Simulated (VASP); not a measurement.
**Ag: relaxation of the atoms with LDA**

System: Ag, a slab with vacuum.

```
CELL_PARAMETERS angstrom
2.82844 0.00000 0.00000
-1.41422 2.44950 0.00000
0.00000 0.00000 20.61880
ATOMIC_POSITIONS crystal
Ag 0.16667 0.33333 0.38837
Ag 0.50000 0.00000 0.50000
Ag 0.83333 0.66667 0.61163
```

* Program: VASP 6.6.1
* Task: relaxation of the atoms
* Functional: LDA
* Potentials or basis: VASP PAW LDA potentials, release 64 (Ag)
* Cutoff: 520 eV
* k mesh: 13 × 13 × 1
* Occupations: fermi-dirac, width 0.05 eV
* Spin: no spin polarisation
* Dipole correction: yes
* Further INCAR settings: ALGO = Normal; EDIFF = 1e-06; IBRION = 2; EDIFFG = -0.01; NSW = 32

- Largest force after relaxing: 0.009 eV/Å
- Band gap on the k mesh: zero (an odd number of electrons rules out a gap without spin polarisation)

Forces on the atoms (eV/Å):
```
Ag   0.000  0.000 -0.009
Ag   0.000  0.000  0.000
Ag   0.000  0.000  0.009
```

Final structure:
```xyz
3
Lattice="2.8284 0.0000 0.0000 -1.4142 2.4495 0.0000 0.0000 0.0000 20.6188" Properties=species:S:1:pos:R:3 pbc="T T T"
Ag    0.0000    0.8165    8.0077
Ag    1.4142    0.0000   10.3094
Ag    1.4142    1.6330   12.6111
```

Levels at points of the mesh, in eV from the Fermi level:
```csv
k point,band 14,band 15,band 16,band 17,band 18,band 19,band 20
"(0.00, 0.00, 0.00)",-3.54,-3.54,-3.15,-3.15,-1.61,0.11,4.31
```

It took 110 s on 1 thread of Intel Xeon 8259CL, with other jobs on the host, peak memory 0.24 GiB.

Caveat: the relaxation stopped at its first step, so nothing moved.
